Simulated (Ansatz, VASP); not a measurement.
AlN in VASP and in Ansatz

INCAR

```
SYSTEM = AlN
PREC = Accurate ; ENCUT = 520
EDIFF = 1E-6 ; ISMEAR = 0
SIGMA = 0.05 ; LREAL = .False.
LASPH = .True. ; NELM = 80
ALGO = Normal ; ISIF = 2
LWAVE = .False. ; LCHARG = .False.
GGA = CA ; NBANDS = 11
```

The input KPOINTS:

```
Automatic mesh
0
Gamma
  10 10 10
  0 0 0
```

The input POSCAR:

```
AlN
1.0
    0.0000000000      2.1839935596      2.1839935596
    2.1839935596      0.0000000000      2.1839935596
    2.1839935596      2.1839935596      0.0000000000
Al N
1 1
Direct
    0.0198266474      0.0198266474      0.0198266474
    0.7500000000      0.7500000000      0.7500000000
```

Input for Ansatz:

```yaml
crystal:
  lattice:
    - [0.0, 2.1839935596, 2.1839935596]
    - [2.1839935596, 0.0, 2.1839935596]
    - [2.1839935596, 2.1839935596, 0.0]
  atoms:
    - { symbol: Al, position: [0.0198266474, 0.0198266474, 0.0198266474] }
    - { symbol: "N", position: [0.75, 0.75, 0.75] }
basis:
  ecutwfc: 420
kpoints:
  mp_grid: { grid: [10, 10, 10] }
hamiltonian:
  xc: lda
scf:
  occupations: { method: gaussian, width: 0.05 }
output:
  forces: true
  stress: true
  eigenvalues: true
  write_density: true
  write_potential: true
  elf: true
  volumetric_format: npy
```

Change from the starting cell: all Al atoms moved -0.150 Å, as atom 1 towards its neighbour atom 2 (N) at 1.891 Å.

Alike in both runs: task single point; functional LDA; k mesh 10 × 10 × 10; occupations gaussian, width 0.05 eV; no spin polarisation.

|  | VASP | Ansatz |
| --- | --- | --- |
| version | VASP 6.6.1 | Ansatz 0.2.0 |
| potentials or method | VASP PAW LDA potentials, release 64 (Al, N), cutoff 520 eV | scalar-relativistic, plane waves, PAW |
| valence electrons in the cell | 8 | 8 |

|  | VASP | Ansatz | Ansatz less VASP |
| --- | --- | --- | --- |
| gap on the k mesh at the Fermi level (eV) | 2.78 | 2.80 | +0.020 |
| least direct gap on the mesh (eV) | 3.74 | 3.73 | -0.007 |
| pressure (GPa) | -0.8 | -1.4 | -0.61 |
| traceless stress, the component that is largest in VASP (GPa) | -4.01 | -3.80 | +0.212 |
| rms of the force components (eV/Å) | 0.864 | 0.849 | -0.0149 |

LDA's correlation is that of Perdew and Zunger in VASP and of Perdew and Wang (1992) in Ansatz. Atom by atom the forces differ by 0.015 eV/Å (rms over components).
